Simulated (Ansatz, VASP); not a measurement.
Two plane-wave programs on Cu26W

```
CELL_PARAMETERS angstrom
0.00000 5.27749 5.27749
5.27749 0.00000 5.27749
5.27749 5.27749 0.00000
ATOMIC_POSITIONS crystal
W 0.00000 0.00000 0.00000
Cu 0.00000 0.00000 0.33706
Cu 0.00000 0.00000 0.66294
Cu 0.00000 0.33706 0.00000
Cu 0.99995 0.33335 0.33335
Cu 0.00000 0.33706 0.66294
Cu 0.00000 0.66294 0.00000
Cu 0.00000 0.66294 0.33706
Cu 0.00005 0.66665 0.66665
Cu 0.33706 0.00000 0.00000
Cu 0.33335 0.99995 0.33335
Cu 0.33706 0.00000 0.66294
Cu 0.33335 0.33335 0.99995
Cu 0.33335 0.33335 0.33335
Cu 0.33390 0.33390 0.66610
Cu 0.33706 0.66294 0.00000
Cu 0.33390 0.66610 0.33390
Cu 0.33390 0.66610 0.66610
Cu 0.66294 0.00000 0.00000
Cu 0.66294 0.00000 0.33706
Cu 0.66665 0.00005 0.66665
Cu 0.66294 0.33706 0.00000
Cu 0.66610 0.33390 0.33390
Cu 0.66610 0.33390 0.66610
Cu 0.66665 0.66665 0.00005
Cu 0.66610 0.66610 0.33390
Cu 0.66665 0.66665 0.66665
```

Alike in both runs: functional LDA; k mesh 4 × 4 × 4; occupations methfessel-paxton of order 1, width 0.1 eV; no spin polarisation.

Ansatz relaxed the structure, and its values are those at the end. VASP's run is a single point on that final structure, the one shown.

```csv
,VASP,Ansatz
version,VASP 6.6.1,Ansatz 0.2.0
potentials or method,"VASP PAW LDA potentials, release 64 (W_sv, Cu)","scalar-relativistic, plane waves, PAW"
plane-wave cutoff (eV),520,420
valence electrons in the cell,300,508
```

|  | VASP | Ansatz | Ansatz less VASP |
| --- | --- | --- | --- |
| gap on the k mesh at the Fermi level (eV) | none | none | - |
| rms of the force components (eV/Å) | 0.009 | 0.001 | -0.0080 |

LDA's correlation is that of Perdew and Zunger in VASP and of Perdew and Wang (1992) in Ansatz. A gap of «none» marks a metal or a gap that the smearing closes. VASP's potentials hold 300 valence electrons a cell and Ansatz's 508, so a difference there can come from the potentials and not from the codes.

Neither program's run includes spin-orbit coupling.
